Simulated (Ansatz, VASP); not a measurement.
**Mg in VASP and in Ansatz**

Contents of INCAR:

```
SYSTEM = Mg
PREC = Accurate
ENCUT = 520
EDIFF = 1E-8
ISMEAR = -1
SIGMA = 0.03
LREAL = .False.
LASPH = .True.
NELM = 80
ALGO = Normal
ISIF = 2
LWAVE = .False.
LCHARG = .False.
GGA = PE
LEFG = .True.
NBANDS = 7
```

KPOINTS

```
regular mesh
0
Gamma
  16 16 16
  0 0 0
```

File POSCAR:

```
Mg
1.0
    0.0000000000      2.2139244980      2.2139244980
    2.2139244980      0.0000000000      2.2139244980
    2.2139244980      2.2139244980      0.0000000000
Mg
1
Direct
    0.0000000000      0.0000000000      0.0000000000
```

Input for Ansatz:

```yaml
crystal:
  lattice:
    - [0.0, 2.213924498, 2.213924498]
    - [2.213924498, 0.0, 2.213924498]
    - [2.213924498, 2.213924498, 0.0]
  atoms:
    - { symbol: Mg, position: [0.0, 0.0, 0.0] }
kpoints:
  mp_grid: { grid: [16, 16, 16] }
scf:
  occupations: { method: fermi_dirac, width: 0.03 }
hamiltonian:
  xc: pbe
  pseudopotentials: { kind: all_electron, datasets: crystal }
output:
  forces: true
  stress: true
  eigenvalues: true
  efg: { contact_densities: true }
```

Change from the starting cell: volume scaled by 0.96, crystal datasets.

Alike in both runs: task electric field gradients; functional PBE; k mesh 16 × 16 × 16; occupations fermi-dirac, width 0.03 eV; no spin polarisation.

|  | VASP | Ansatz |
| --- | --- | --- |
| version | VASP 6.6.1 | Ansatz 0.2.0 |
| potentials or method | VASP PAW PBE potentials, release 64 (Mg), cutoff 520 eV | all-electron PAW with datasets made for the crystal, scalar-relativistic |

```tsv
	VASP	Ansatz	Ansatz less VASP
pressure (GPa)	2.4	2.5	+0.09
```

Ansatz ran all-electron here, and VASP with PAW potentials.
